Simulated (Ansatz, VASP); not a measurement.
One calculation of NaRe4Ir, two programs

The input INCAR:

```
SYSTEM = NaRe4Ir
PREC = Accurate
ENCUT = 600
EDIFF = 1E-6
ISMEAR = 0
SIGMA = 0.1
LREAL = .False.
LASPH = .True.
NELM = 60
ALGO = Fast
ISIF = 3
LWAVE = .False.
LCHARG = .False.
GGA = PE
IBRION = 2
NSW = 90
EDIFFG = -0.04
```

File KPOINTS:

```
regular mesh
0
Gamma
  4 4 4
  0 0 0
```

File POSCAR:

```
NaRe4Ir
1.0
    0.0000000000      3.5097422899      3.5097422899
    3.5097422899      0.0000000000      3.5097422899
    3.5097422899      3.5097422899      0.0000000000
Na Re Ir
1 4 1
Direct
    0.0000000000      0.0000000000      0.0000000000
    0.3750000000      0.8750000000      0.3750000000
    0.3750000000      0.3750000000      0.8750000000
    0.3750000000      0.3750000000      0.3750000000
    0.8750000000      0.3750000000      0.3750000000
    0.7500000000      0.7500000000      0.7500000000
```

Input for Ansatz:

```yaml
crystal:
  lattice:
    - [0.0, 3.5097422899, 3.5097422899]
    - [3.5097422899, 0.0, 3.5097422899]
    - [3.5097422899, 3.5097422899, 0.0]
  atoms:
    - { symbol: Na, position: [0.0, 0.0, 0.0] }
    - { symbol: Re, position: [0.375, 0.875, 0.375] }
    - { symbol: Re, position: [0.375, 0.375, 0.875] }
    - { symbol: Re, position: [0.375, 0.375, 0.375] }
    - { symbol: Re, position: [0.875, 0.375, 0.375] }
    - { symbol: Ir, position: [0.75, 0.75, 0.75] }
basis:
  ecutwfc: 420
kpoints:
  mp_grid: { grid: [4, 4, 4] }
hamiltonian:
  xc: pbe
scf:
  occupations: { method: gaussian, width: 0.1 }
  lower_state_search: "off"
output:
  forces: true
  stress: true
  eigenvalues: true
relax:
  adjacent_minimum: "off"
  f_tol: 0.04
  max_steps: 70
  cell: { stress_tol: 0.4 }
```

Alike in both runs: task relaxation of cell and atoms; functional PBE; k mesh 4 × 4 × 4; occupations gaussian, width 0.1 eV; no spin polarisation.

|  | VASP | Ansatz |
| --- | --- | --- |
| version | VASP 6.6.1 | Ansatz 0.2.0 |
| potentials or method | VASP PAW PBE potentials, release 64 (Na_pv, Re, Ir), cutoff 600 eV | scalar-relativistic, plane waves, PAW |
| valence electrons in the cell | 44 | 86 |

```csv
,VASP,Ansatz,Ansatz less VASP
"gap on the k mesh at the Fermi level, each at its own relaxed structure (eV)",none,none,-
relaxed volume (Å³/atom),16.37,16.40,+0.030
relaxed cell length with the largest relative difference (Å),5.178,5.182,+0.0031
```

A gap of «none» marks a metal or a gap that the smearing closes. VASP's potentials hold 44 valence electrons a cell and Ansatz's 86, so a difference there can come from the potentials and not from the codes.

The k mesh is coarse, so the values compare programs but aren't converged. Neither program's run includes spin-orbit coupling.
